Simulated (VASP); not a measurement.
A run of VASP 6.6.1:

The input INCAR:

```
SYSTEM = BaGe2Se2
ALGO     = Normal         ! electronic algorithm
EDIFF    = 1E-6           ! SCF threshold, eV
ENCUT    = 520            ! plane-wave cutoff, eV
GGA      = PE             ! functional
ISIF     = 2              ! what is computed and relaxed
ISMEAR   = -1             ! smearing method
LASPH    = .True.         ! aspherical terms in the spheres
LCHARG   = .True.         ! write CHGCAR
LELF     = .True.         ! ELF
LREAL    = .False.        ! projectors in reciprocal space
LVHAR    = .True.       
LWAVE    = .False.        ! write WAVECAR
NBANDS   = 33             ! bands
NELM     = 80             ! most SCF steps
PREC     = Accurate       ! precision mode
SIGMA    = 0.1            ! smearing width, eV
```

The input KPOINTS:

```
k-points
0
Gamma
  7 7 6
  0 0 0
```

Contents of POSCAR:

```
BaGe2Se2
1.0
    2.2941967967      3.9736654144      0.0000000000
   -2.2941967967      3.9736654144      0.0000000000
    0.0000000000      0.0000000000      9.0741295774
Se Ba Ge
2 1 2
Direct
    0.3333333333      0.3333333333      0.2003266857
    0.6666666667      0.6666666667      0.7996733143
    0.0000000000      0.0000000000      0.0000000000
    0.3333333333      0.3333333333      0.4648139055
    0.6666666667      0.6666666667      0.5351860945
```

Potentials or basis: VASP PAW PBE potentials, release 64 (Se, Ba_sv, Ge_d).

Run with:

```sh
$ cat potpaw_PBE.64/Se/POTCAR potpaw_PBE.64/Ba_sv/POTCAR potpaw_PBE.64/Ge_d/POTCAR > POTCAR
$ mpirun -np 1 vasp_std > vasp.out
```

Hardware: 1 thread of Intel(R) Xeon(R) Platinum 8259CL CPU @ 2.50GHz (Skylake/Cascade Lake), with other jobs on the host.

Q: How long does it take, and how much memory?

A: Run time: 2.9 min on 1 thread of Intel(R) Xeon(R) Platinum 8259CL CPU @ 2.50GHz (Skylake/Cascade Lake) (shared host), peak memory 0.42 GiB. Counts: scf iterations 15, k points 40.
